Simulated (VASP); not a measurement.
Write the native input for VASP 6.6.1 that does the following.

```
Task                   : single point
Functional             : LDA
Potentials or basis    : VASP PAW LDA potentials, release 64 (Ba_sv, C)
Cutoff                 : 520 eV
k mesh                 : 10 × 10 × 10
Occupations            : gaussian, width 0.05 eV
Spin                   : no spin polarisation
Dipole correction      : no
Further INCAR settings : ALGO = Normal; EDIFF = 1e-07; NBANDS = 16
```

The structure of BaC2 lies in POSCAR:

```
BaC2
1.0
   -2.0933449500      2.0933449500      3.8162176500
    2.0933449500     -2.0933449500      3.8162176500
    2.0933449500      2.0933449500     -3.8162176500
Ba C
1 2
Direct
    0.0000000000      0.0000000000      0.0000000000
    0.5870080000      0.5870080000      0.0000000000
    0.4129920000      0.4129920000      0.0000000000
```

This cell differs from its parent crystal: strain -0.050 along x and y, +0.050 along z.

One way to write it, as run:

INCAR

```
  PREC = Accurate
  ENCUT = 520
  EDIFF = 1E-7
  ISMEAR = 0
  SIGMA = 0.05
  LREAL = F
  LASPH = T
  NELM = 100
  ALGO = Normal
  ISIF = 2
  LWAVE = F
  LCHARG = F
  GGA = CA
  NBANDS = 16
```

KPOINTS

```
Automatic mesh
0
Gamma
  10 10 10
```

Potentials or basis: VASP PAW LDA potentials, release 64 (Ba_sv, C).

The run is started by

```console
$ cat potpaw_LDA.64/Ba_sv/POTCAR potpaw_LDA.64/C/POTCAR > POTCAR
$ mpirun -np 1 vasp_std > vasp.out
```

Results of the run:

```
Pressure               : -5.1 GPa
Largest force          : 4.310 eV/Å
Band gap on the k mesh : 1.16 eV (least direct gap 1.75 eV)
```

Caveat: the cell differs from its parent crystal (strain -0.050 along x and y, +0.050 along z); the cell stands under tension; spin-orbit coupling is left out, which moves the levels of the heavy elements; forces of over 1 eV/Å act on the atoms, so gaps and moduli don't describe the material at rest.

It took 98 s on 1 thread of AMD EPYC 7R13 Processor (Zen 3), with other jobs on the host, peak memory 0.21 GiB.
